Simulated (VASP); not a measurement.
Runs of VASP 6.6.1 on CaO (eos). The structure is that of space group Fm-3m (No. 225), or close to it. The cells are those of the table. 

| task | cell | smearing | gap on the mesh (eV) | pressure (GPa) |
| --- | --- | --- | --- | --- |
| single point | a = 3.362 Å, angles 60.0°, 2 atoms | gaussian 0.02 eV | (b) | -2.8 |
| single point | a = 3.261 Å, angles 60.0°, 2 atoms | gaussian 0.02 eV | 3.36 | 10.3 |
| relaxation of cell and atoms | relaxed from a = 3.332 Å, angles 60.0°, 2 atoms | gaussian 0.02 eV | 3.43 | 0.0 |
| single point | a = 3.394 Å, angles 60.0°, 2 atoms | gaussian 0.02 eV | 3.46 | -5.9 |
| single point | a = 3.226 Å, angles 60.0°, 2 atoms | gaussian 0.02 eV | 3.32 | (a) |
| single point | a = 3.426 Å, angles 60.0°, 2 atoms | gaussian 0.02 eV | 3.47 | -8.6 |
| single point | a = 3.332 Å, angles 60.0°, 2 atoms | gaussian 0.1 eV | 3.42 | 0.6 |
| single point | a = 3.295 Å, angles 60.0°, 2 atoms | gaussian 0.02 eV | 3.39 | (c) |

Alike in all rows: level LDA; potentials or basis VASP PAW LDA potentials, release 64 (Ca_sv, O); no spin polarisation; k mesh 8 × 8 × 8; cutoff (eV) 600.

Question: Fill in the values left out.

Answer: (a) 16.3; (b) 3.44; (c) 5.2.

A k mesh can miss the band edges.
